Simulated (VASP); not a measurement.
Runs of VASP 6.6.1 on PbO2. The structure is that of space group Fm-3m (No. 225), or close to it. The cells are those of the table. 

```csv
cell,gap on the mesh (eV),pressure (GPa)
"a = 3.569 Å, angles 60.0°, 3 atoms",none,38.0
"a = 3.602 Å, angles 60.0°, 3 atoms",none,(b)
"a = 3.698 Å, angles 60.0°, 3 atoms",none,10.0
"a = 3.667 Å, angles 60.0°, 3 atoms",none,(a)
"a = 3.729 Å, angles 60.0°, 3 atoms",none,5.2
"a = 3.535 Å, angles 60.0°, 3 atoms",none,47.9
```

Alike in all rows: task single point; level PBEsol; potentials or basis VASP PAW PBE potentials, release 64 (Pb_d, O); no spin polarisation; k mesh 6 × 6 × 6; cutoff (eV) 600; smearing fermi-dirac 0.1 eV.

Q: Estimate the missing entries.

A: (a) 15.6; (b) 29.4.

Caveats: some runs use coarse meshes; the PAW data sets were made with another functional, which shifts forces and pressure a little; spin-orbit coupling is left out, which moves the levels of the heavy elements.

A k mesh can miss the band edges, and the runs leave out spin-orbit coupling on Pb.

A gap of «none» marks levels without a gap at the run's occupations.
